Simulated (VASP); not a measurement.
# Si2W (I4/mmm) in VASP: further runs

The runs below take Si2W through single point, with PBE.

Program: VASP 6.6.1. These are calculated values, not measurements. Logs are shortened: lines on timing, memory, paths and dates and some standing lists are left out, and cuts for length are marked.

## 1. The cell of the first run

It takes space group I4/mmm (No. 139, tetragonal). Conventional cell: a = 3.100 Å, b = 3.100 Å, c = 8.535 Å, α = 90.00°, β = 90.00°, γ = 90.00°. Within 3.0 Å of Si (site symmetry 4mm) lie 5 Si at 2.28 to 2.96 Å and 4 W at 2.47 Å. W (site symmetry 4/mmm) has 10 Si at 2.47 to 3.13 Å and 4 W at 3.10 Å within 3.3 Å.

## 2. Single point, PBE (c/a of the conventional cell at fixed volume 2.7529)

Input file INCAR:

```
  ALGO = Normal
  EDIFF = 1E-7
  ENCUT = 520
  GGA = PE
  ISIF = 2
  ISMEAR = 0
  LASPH = True
  LCHARG = False
  LREAL = False
  LWAVE = False
  NBANDS = 18
  NELM = 60
  PREC = Accurate
  SIGMA = 0.15
```

Input file KPOINTS:

```
k-points
0
Gamma
  18 18 18
```

Input file POSCAR:

```
Si2W
1.0
   -1.5501914337      1.5501914337      4.2675219978
    1.5501914337     -1.5501914337      4.2675219978
    1.5501914337      1.5501914337     -4.2675219978
Si W
2 1
Direct
    0.3663500835      0.3663500835      0.0000000000
    0.6336499165      0.6336499165      0.0000000000
    0.0000000000      0.0000000000      0.0000000000
```

Potentials or basis: VASP PAW PBE potentials, release 64 (Si, W_sv).

Command:

```bash
> cat potpaw_PBE.64/Si/POTCAR potpaw_PBE.64/W_sv/POTCAR > POTCAR
> mpirun -np 1 vasp_std > vasp.out
```

OUTCAR:

```text
EDIFF = 1E-7
   ENCUT = 520
   GGA = PE
   ISIF = 2
   ISMEAR = 0
   LASPH = True
   LREAL = False
   NELM = 60
   PREC = Accurate

 ion  position               nearest neighbor table
   1  0.366  0.366  0.000-   2 2.28   3 2.47   3 2.47   3 2.47   3 2.47   2 2.96   2 2.96   2 2.96
                             2 2.96   3 3.13
   2  0.634  0.634  0.000-   1 2.28   3 2.47   3 2.47   3 2.47   3 2.47   1 2.96   1 2.96   1 2.96
                             1 2.96   3 3.13
   3  0.000  0.000  0.000-   2 2.47   2 2.47   2 2.47   1 2.47   2 2.47   1 2.47   1 2.47   1 2.47
                             1 3.13   2 3.13

  LATTYP: Found a body centered tetragonal cell.
 ALAT       =     3.1003828674
 C/A-ratio  =     2.7529000000

  Lattice vectors:

 A1 = (  -1.5501914337,   1.5501914337,   4.2675219978)
 A2 = (   1.5501914337,  -1.5501914337,   4.2675219978)
 A3 = (   1.5501914337,   1.5501914337,  -4.2675219978)

Analysis of symmetry for initial positions (statically):
=====================================================================
 Subroutine PRICEL returns:
 Original cell was already a primitive cell.

 Routine SETGRP: Setting up the symmetry group for a
 body centered tetragonal supercell.

 Subroutine GETGRP returns: Found 16 space group operations
 (whereof 16 operations were pure point group operations)
 out of a pool of 16 trial point group operations.

The static configuration has the point symmetry D_4h.

Analysis of symmetry for dynamics (positions and initial velocities):
=====================================================================
 Subroutine PRICEL returns:
 Original cell was already a primitive cell.

 Routine SETGRP: Setting up the symmetry group for a
 body centered tetragonal supercell.

 Subroutine GETGRP returns: Found 16 space group operations
 (whereof 16 operations were pure point group operations)
 out of a pool of 16 trial point group operations.

The dynamic configuration has the point symmetry D_4h.

 Subroutine INISYM returns: Found 16 space group operations
 (whereof 16 operations are pure point group operations),
 and found     1 'primitive' translations

----------------------------------------------------------------------------------------

                                     Primitive cell

  volume of cell :      41.0210

  direct lattice vectors                    reciprocal lattice vectors
    -1.550191434  1.550191434  4.267521998     0.000000000  0.322540810  0.117164012
     1.550191434 -1.550191434  4.267521998     0.322540810  0.000000000  0.117164012
     1.550191434  1.550191434 -4.267521998     0.322540810  0.322540810  0.000000000

  length of vectors
     4.797700591  4.797700591  4.797700591     0.343161740  0.343161740  0.456141587

  position of ions in fractional coordinates (direct lattice)
     0.366350084  0.366350084  0.000000000
     0.633649916  0.633649916  0.000000000
     0.000000000  0.000000000  0.000000000

  ion indices of the primitive-cell ions
   primitive index   ion index
                 1           1
                 2           2
                 3           3

----------------------------------------------------------------------------------------

 KPOINTS: k-points

Automatic generation of k-mesh.
 Grid dimensions read from file:
 generate k-points for:   18   18   18

 Generating k-lattice:

  Cartesian coordinates                     Fractional coordinates (reciprocal lattice)
     0.000000000  0.017918934  0.006509112     0.055555556  0.000000000  0.000000000
     0.017918934  0.000000000  0.006509112     0.000000000  0.055555556  0.000000000
     0.017918934  0.017918934  0.000000000     0.000000000  0.000000000  0.055555556

  Length of vectors
     0.019064541  0.019064541  0.025341199

  Shift w.r.t. Gamma in fractional coordinates (k-lattice)
     0.000000000  0.000000000  0.000000000

 Subroutine IBZKPT returns following result:
 ===========================================

 Found    480 irreducible k-points:

 Following reciprocal coordinates:
            Coordinates               Weight
  0.000000  0.000000  0.000000      1.000000
  0.055556  0.000000  0.000000      8.000000
  0.111111  0.000000  0.000000      8.000000
  0.166667  0.000000 -0.000000      8.000000
  0.222222  0.000000  0.000000      8.000000
  0.277778 -0.000000  0.000000      8.000000
[... 16 lines left out ...]
 -0.277778  0.055556 -0.000000     16.000000
 -0.222222  0.055556  0.000000     16.000000
 [... further k-points ...]
   k-points           NKPTS =    480   k-points in BZ     NKDIM =    480   number of bands    NBANDS=     18
   number of dos      NEDOS =    301   number of ions     NIONS =      3
   total plane-waves  NPLWV =  46656
   dimension x,y,z NGX =    36 NGY =   36 NGZ =   36
   dimension x,y,z NGXF=    72 NGYF=   72 NGZF=   72
   ions per type =               2   1
   NGX,Y,Z   is equivalent  to a cutoff of  12.47, 12.47, 12.47 a.u.
   NGXF,Y,Z  is equivalent  to a cutoff of  24.95, 24.95, 24.95 a.u.
 SYSTEM =  unknown system
   PREC   = accura    normal or accurate (medium, high low for compatibility)
   ISTART =      0    job   : 0-new  1-cont  2-samecut
   ICHARG =      2    charge: 1-file 2-atom 10-const
   ISPIN  =      1    spin polarized calculation?
   LNONCOLLINEAR =      F non collinear calculations
   LSORBIT =      F    spin-orbit coupling
   LASPH  =      T    aspherical Exc in radial PAW
   ENCUT  =  520.0 eV  38.22 Ry    6.18 a.u.   8.92  8.92  8.92*2*pi/ulx,y,z
   NELM   =     60;   NELMIN=  2; NELMDL= -5     # of ELM steps
   EDIFF  = 0.1E-06   stopping-criterion for ELM
   LREAL  =      F    real-space projection
   EDIFFG = 0.1E-05   stopping-criterion for IOM
   NSW    =      0    number of steps for IOM
   IBRION =     -1    ionic relax: 0-MD 1-quasi-New 2-CG
   NFREE  =      0    steps in history (QN), initial steepest desc. (CG)
   ISIF   =      2    stress and relaxation
   ISYM   =      2    0-nonsym 1-usesym 2-fastsym
   POTIM  = 0.5000    time-step for ionic-motion
   TEBEG  =    0.0;   TEEND  =   0.0 temperature during run
   PSTRESS=    0.0 pullay stress
   NELECT =      22.0000    total number of electrons
   NUPDOWN=      -1.0000    fix difference up-down
   EMIN   =  10.00;   EMAX   =-10.00  energy-range for DOS
   EFERMI =   0.00;   METHOD = LEGACY
   ISMEAR =     0;   SIGMA  =   0.15  broadening in eV -4-tet -1-fermi 0-gaus
   EFERMI_NEDOS =   21; number of points for ismear=-14 and -15
   IALGO  =     38    algorithm
   IMIX   =      4    mixing-type and parameters
     AMIX     =   0.40;   BMIX     =  1.00
     AMIX_MAG =   1.60;   BMIX_MAG =  1.00
  volume/ion in A,a.u.               =      13.67        92.27
  Fermi-wavevector in a.u.,A,eV,Ry     =   1.330088  2.513501 24.070517  1.769133
  Thomas-Fermi vector in A             =   2.459201
   LORBIT       =      0    0 simple, 1 ext, 2 COOP (PROOUT), +10 PAW based schemes
   GGA     = PE    functional components
   LHFCALC =     F    Hartree Fock is set to
   AEXX    =    0.0000 exact exchange contribution
   IVDW    =     0    specifies the selected vdW correction
   LEPSILON=     F    determine dielectric tensor
   LRPA    =     F    only Hartree local field effects (RPA)
 non-spin polarized calculation
 Gauss-broadening in eV      SIGMA  =   0.15
  energy-cutoff  :      520.00
  volume of cell :       41.02
 maximum number of plane-waves:      1119
   NGX = 17   NGY = 17   NGZ = 17

 number of electron      22.0000000 magnetization

 Free energy of the ion-electron system (eV)
  ---------------------------------------------------
  ext. energy  EPLUGINS =         0.00000000
  ---------------------------------------------------
  free energy    TOTEN  =       -23.24089312 eV

  energy without entropy =      -23.23738780  energy(sigma->0) =      -23.23914046

 E-fermi :  11.6287     XC(G=0): -12.3725

 val. band max:       11.6260596992   @ k =  -0.4444   0.4444   0.3889
 cond. band min:      11.6434409634   @ k =  -0.4444   0.4444   0.4444
 fundamental gap:      0.0173812642
 Fermi energy:        11.6287169064

 k-point     1 :       0.0000    0.0000    0.0000
  band No.  band energies     occupation
      1     -62.0573      2.00000
      2     -26.4060      2.00000
      3     -26.4060      2.00000
      4     -26.3112      2.00000
      5      -2.3979      2.00000
      6       4.0885      2.00000
[... 10 lines left out ...]
     17      18.4363      0.00000
     18      18.4363      0.00000

 k-point     2 :       0.0556    0.0000    0.0000
  band No.  band energies     occupation
      1     -62.0569      2.00000
      2     -26.4167      2.00000
      3     -26.4049      2.00000
      4     -26.3101      2.00000
      5      -2.3317      2.00000
      6       4.0958      2.00000
[... 10 lines left out ...]
     17      18.4160      0.00000
     18      18.9387      0.00000

 k-point     3 :       0.1111    0.0000    0.0000
  band No.  band energies     occupation
      1     -62.0557      2.00000
      2     -26.4474      2.00000
      3     -26.4019      2.00000
      4     -26.3069      2.00000
      5      -2.1349      2.00000
      6       4.1101      2.00000
[... 10 lines left out ...]
     17      18.3638      0.00000
     18      19.7570      0.00000

 k-point     4 :       0.1667    0.0000   -0.0000
  band No.  band energies     occupation
      1     -62.0539      2.00000
      2     -26.4941      2.00000
      3     -26.3974      2.00000
      4     -26.3020      2.00000
      5      -1.8133      2.00000
      6       4.1106      2.00000
[... 375 lines left out ...]
      4     -26.2822      2.00000
      5      -0.2233      2.00000
      6       3.9697      2.00000
[... 10 lines left out ...]
     17      19.4468      0.00000
     18      20.8258      0.00000

 k-point    23 :      -0.2778    0.0556   -0.0000
  band No.  band energies     occupation
      1     -62.0490      2.00000
      2     -26.6094      2.00000
      3     -26.3961      2.00000
      4     -26.2882      2.00000
      5      -0.8380      2.00000
      6       4.2192      2.00000
[... 10 lines left out ...]
     17      18.9596      0.00000
     18      20.5379      0.00000

 k-point    24 :      -0.2222    0.0556    0.0000
  band No.  band energies     occupation
      1     -62.0513      2.00000
      2     -26.5497      2.00000
      3     -26.4021      2.00000
      4     -26.2946      2.00000
      5      -1.3642      2.00000
      6       4.3452      2.00000
[... 10 lines left out ...]
     17      18.8299      0.00000
     18      20.5872      0.00000

 [... further k-points ...]
[... 5 lines left out ...]
  --------------------------------------------------------------------------------------
  -------------------------------------------------------------------------------------
  Total        7.2718554      7.2718554      2.4376272      0.0000000      0.0000000      0.0000000
  in kB      284.0203064    284.0203064     95.2075616      0.0000000      0.0000000      0.0000000
  external PRESSURE =     221.0827248 kB  Pullay stress =       0.0000000 kB

 VOLUME and BASIS-vectors are now :
 -----------------------------------------------------------------------------
  energy-cutoff  :      520.00
  volume of cell :       41.02
      direct lattice vectors                 reciprocal lattice vectors
    -1.550191434  1.550191434  4.267521998     0.000000000  0.322540810  0.117164012
     1.550191434 -1.550191434  4.267521998     0.322540810  0.000000000  0.117164012
     1.550191434  1.550191434 -4.267521998     0.322540810  0.322540810  0.000000000

 POSITION                                       TOTAL-FORCE (eV/Angst)
 -----------------------------------------------------------------------------------
      0.00000      0.00000      3.12681        -0.000000     -0.000000     -5.106432
      0.00000      0.00000      5.40823         0.000000      0.000000      5.106432
      0.00000      0.00000      0.00000         0.000000      0.000000     -0.000000
 -----------------------------------------------------------------------------------
    total drift:                                0.000000      0.000000     -0.000000

  FREE ENERGIE OF THE ION-ELECTRON SYSTEM (eV)
  ---------------------------------------------------
  free  energy   TOTEN  =       -23.2408931242 eV

  energy  without entropy=      -23.2373878050  energy(sigma->0) =      -23.23914046
```

Wall time 7.5 min (1 thread of AMD EPYC 7R13 (Zen 3), shared host); peak memory 0.43 GiB.

Results:

```
Free energy            : -23.2409 eV
Pressure               : 22.1 GPa
Largest force          : 5.106 eV/Å
Band gap on the k mesh : zero (band 11 reaches 12.03 eV, above the bottom of band 12 at 11.44 eV)
```

Forces in eV/Å, atoms in the order of the input:
```
Si   0.000  0.000 -5.106
Si   0.000  0.000  5.106
W    0.000  0.000  0.000
```

Stress tensor (GPa, compression positive):
```
28.40  0.00  0.00
 0.00 28.40  0.00
 0.00  0.00  9.52
```

Levels at points of the mesh, in eV from the Fermi level:
```tsv
k point	band 7	band 8	band 9	band 10	band 11	band 12	band 13	band 14	band 15	band 16
(0.00, 0.00, 0.00)	-5.22	-4.38	-1.80	-1.80	0.36	2.14	2.14	3.74	4.40	5.18
(0.50, 0.00, 0.00)	-7.09	-4.83	-3.66	-2.68	-0.09	1.42	2.92	3.20	4.78	5.95
(0.50, 0.50, 0.00)	-4.95	-4.33	-4.15	-3.41	-2.92	2.50	3.35	3.36	3.54	3.90
(0.50, 0.50, 0.50)	-4.56	-2.12	-0.84	-0.84	0.41	0.60	0.60	3.39	3.76	7.23
```

Caveat: spin-orbit coupling is left out, which moves the levels of the heavy elements; forces of over 1 eV/Å act on the atoms, so gaps and moduli don't describe the material at rest.

## 3. Single point, PBE (c/a of the conventional cell at fixed volume 2.5418)

Input file INCAR:

```
ALGO = Normal ; EDIFF = 1E-6
ENCUT = 520 ; GGA = PE
ISIF = 2 ; ISMEAR = 0
LASPH = T ; LCHARG = F
LREAL = F ; LWAVE = F
NBANDS = 18 ; NELM = 100
PREC = Accurate ; SIGMA = 0.15
```

KPOINTS is that of step 2.

Input file POSCAR:

```
Si2W
1.0
   -1.5919705135      1.5919705135      4.0464706513
    1.5919705135     -1.5919705135      4.0464706513
    1.5919705135      1.5919705135     -4.0464706513
Si W
2 1
Direct
    0.3663500835      0.3663500835      0.0000000000
    0.6336499165      0.6336499165      0.0000000000
    0.0000000000      0.0000000000      0.0000000000
```

Potentials or basis: VASP PAW PBE potentials, release 64 (Si, W_sv).

Command:

```bash
> cat potpaw_PBE.64/Si/POTCAR potpaw_PBE.64/W_sv/POTCAR > POTCAR
> mpirun -np 1 vasp_std > vasp.out
```

It took 16 min on 1 thread of AMD EPYC 7R13 (Zen 3), shared host; peak memory 0.43 GiB.

The run converged. Its results:

| Quantity | Value |
| --- | --- |
| Free energy | -23.3204 eV |
| Pressure | 19.5 GPa |
| Largest force | 6.700 eV/Å |
| Band gap on the k mesh | zero (band 11 reaches 11.55 eV, above the bottom of band 12 at 11.38 eV) |

Forces on the atoms (eV/Å):
```
Si   0.000  0.000 -6.700
Si   0.000  0.000  6.700
W    0.000  0.000  0.000
```

Stress tensor (GPa, compression positive):
```
16.68  0.00  0.00
 0.00 16.68  0.00
 0.00  0.00 25.08
```

Levels at points of the mesh, in eV from the Fermi level:
```csv
k point,band 9,band 10,band 11,band 12,band 13,band 14
"(0.00, 0.00, 0.00)",-1.94,-1.94,-0.05,1.52,1.52,4.40
"(0.50, 0.00, 0.00)",-3.94,-2.23,-0.14,2.32,2.50,4.03
"(0.50, 0.50, 0.00)",-3.65,-3.55,-3.04,2.84,2.90,3.70
"(0.50, 0.50, 0.50)",-0.62,-0.62,-0.07,-0.07,0.03,3.71
```

Caveat: spin-orbit coupling is left out, which moves the levels of the heavy elements; forces of over 1 eV/Å act on the atoms, so gaps and moduli don't describe the material at rest.

## 4. Single point, PBE (c/a of the conventional cell at fixed volume 2.5418)

Input file INCAR:

```
PREC     = Accurate       # precision mode
ENCUT    = 520            # plane-wave cutoff, eV
EDIFF    = 1E-6           # SCF threshold, eV
ISMEAR   = 0              # smearing method
SIGMA    = 0.15           # smearing width, eV
LREAL    = F              # projectors in reciprocal space
LASPH    = T              # aspherical terms in the spheres
NELM     = 80             # most SCF steps
ALGO     = Normal         # electronic algorithm
ISIF     = 2              # what is computed and relaxed
LWAVE    = F              # write WAVECAR
LCHARG   = T              # write CHGCAR
GGA      = PE             # functional
LELF     = T              # ELF
LVHAR    = T            
NBANDS   = 18             # bands
```

Input file KPOINTS:

```
regular mesh
0
Gamma
  18 18 18
```

Input file POSCAR:

```
Si2W
1.0
   -1.5919705135      1.5919705135      4.0464706513
    1.5919705135     -1.5919705135      4.0464706513
    1.5919705135      1.5919705135     -4.0464706513
Si W
2 1
Direct
    0.3451609204      0.3451609204      0.0000000000
    0.6548390796      0.6548390796      0.0000000000
    0.0000000000      0.0000000000      0.0000000000
```

Command:

```bash
> cat potpaw_PBE.64/Si/POTCAR potpaw_PBE.64/W_sv/POTCAR > POTCAR
> mpirun -np 1 vasp_std > vasp.out
```

It used 1000 s of CPU time on 1 thread of AMD EPYC 7R13 Processor (Zen 3), on a shared host.

The run converged. Its results:

```
Free energy            : -24.6292 eV
Pressure               : 3.2 GPa
Largest force          : 1.567 eV/Å
Band gap on the k mesh : zero (band 11 reaches 12.41 eV, above the bottom of band 12 at 11.44 eV)
```

Forces on the atoms (eV/Å):
```
Si   0.000  0.000 -1.567
Si   0.000  0.000  1.567
W    0.000  0.000  0.000
```

Stress tensor (GPa, compression positive):
```
 7.59  0.00  0.00
 0.00  7.59  0.00
 0.00  0.00 -5.59
```

Levels at points of the mesh, in eV from the Fermi level:
```csv
k point,band 8,band 9,band 10,band 11,band 12,band 13,band 14,band 15
"(0.00, 0.00, 0.00)",-3.63,-2.44,-2.44,0.53,2.70,2.70,3.33,3.38
"(0.50, 0.00, 0.00)",-5.03,-3.00,-2.73,-0.31,2.74,2.96,3.39,3.90
"(0.50, 0.50, 0.00)",-5.16,-4.59,-3.63,-2.20,2.78,3.00,3.02,3.65
"(0.50, 0.50, 0.50)",-2.13,-0.64,-0.64,-0.36,-0.36,0.65,3.93,4.12
```

Caveat: spin-orbit coupling is left out, which moves the levels of the heavy elements; forces of over 1 eV/Å act on the atoms, so gaps and moduli don't describe the material at rest.
